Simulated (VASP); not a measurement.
**BN: single point with LDA**

The system is BN.

```
B N
1.0
     2.60190    0.00000    0.00000
    -1.30095    2.25331    0.00000
     0.00000    0.00000    4.30811
B N
2 2
Direct
  0.66667 0.33333 0.00000
  0.33333 0.66667 0.50000
  0.66667 0.33333 0.37500
  0.33333 0.66667 0.87500
```

* Program: VASP 6.6.1
* Task: single point
* Functional: LDA
* Potentials or basis: VASP PAW LDA potentials, release 64 (B, N)
* Cutoff: 600 eV
* k mesh: 10 × 10 × 5
* Occupations: gaussian, width 0.01 eV
* Spin: no spin polarisation
* Dipole correction: no
* Further INCAR settings: ALGO = Normal; EDIFF = 1e-06; NBANDS = 16

```json
{
  "Pressure": "-31.0 GPa",
  "Largest force": "0.016 eV/Å",
  "Band gap on the k mesh": "5.26 eV (least direct gap 7.83 eV)"
}
```

Forces on the atoms (eV/Å):
```
B    0.000  0.000 -0.016
B    0.000  0.000 -0.016
N    0.000  0.000  0.016
N    0.000  0.000  0.016
```

Stress tensor (GPa, compression positive):
```
-30.73   0.00   0.00
  0.00 -30.73   0.00
  0.00   0.00 -31.60
```

Levels at points of the mesh, in eV from the valence-band top:
```tsv
k point	band 4	band 5	band 6	band 7	band 8	band 9	band 10	band 11	band 12	band 13
(0.00, 0.00, 0.00)	-1.98	-1.98	-0.23	0.00	0.00	7.99	7.99	8.06	8.82	9.87
(0.50, 0.00, 0.00)	-7.40	-6.51	-4.67	-4.12	-1.99	6.38	7.61	10.16	10.78	12.08
```

Wall time 16 s on 1 thread of Intel(R) Xeon(R) Platinum 8259CL CPU @ 2.50GHz (Skylake/Cascade Lake) (shared host), peak memory 0.14 GiB.

Caveat: the cell stands under tension; an odd mesh through Γ misses points on the zone boundary, where band edges can lie.
